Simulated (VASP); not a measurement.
Wanted: the native input for a VASP 6.6.1 run.

| Item | Value |
| --- | --- |
| Task | single point |
| Functional | LDA |
| Potentials or basis | VASP PAW LDA potentials, release 64 (B, P) |
| Cutoff | 520 eV |
| k mesh | 8 × 8 × 8 |
| Occupations | gaussian, width 0.1 eV |
| Spin | no spin polarisation |
| Dipole correction | no |
| Further INCAR settings | ALGO = Normal; EDIFF = 1e-06; NBANDS = 11 |

The structure of BP (klda) lies in POSCAR:

```
BP
1.0
    0.0000000000      2.2660723800      2.2660723800
    2.2660723800      0.0000000000      2.2660723800
    2.2660723800      2.2660723800      0.0000000000
B P
1 1
Direct
    0.0000000000      0.0000000000      0.0000000000
    0.7500000000      0.7500000000      0.7500000000
```

One way to write it, as run:

INCAR

```
ALGO     = Normal         # electronic algorithm
EDIFF    = 1E-6           # SCF threshold, eV
ENCUT    = 520            # plane-wave cutoff, eV
GGA      = CA             # functional
ISIF     = 2              # what is computed and relaxed
ISMEAR   = 0              # smearing method
LASPH    = True           # aspherical terms in the spheres
LCHARG   = False          # write CHGCAR
LREAL    = False          # projectors in reciprocal space
LWAVE    = False          # write WAVECAR
NBANDS   = 11             # bands
NELM     = 60             # most SCF steps
PREC     = Accurate       # precision mode
SIGMA    = 0.1            # smearing width, eV
```

KPOINTS

```
k-points
0
Gamma
  8 8 8
```

Potentials or basis: VASP PAW LDA potentials, release 64 (B, P).

The run is started by

```sh
$ cat potpaw_LDA.64/B/POTCAR potpaw_LDA.64/P/POTCAR > POTCAR
$ mpirun -np 1 vasp_std > vasp.out
```

It gave:

The pressure is -4.7 GPa. The band gap on the k mesh is 1.21 eV, indirect (least direct gap 3.38 eV).

Wall time 5.8 s on 1 thread of Intel Xeon 8259CL (shared host), peak memory 0.12 GiB.
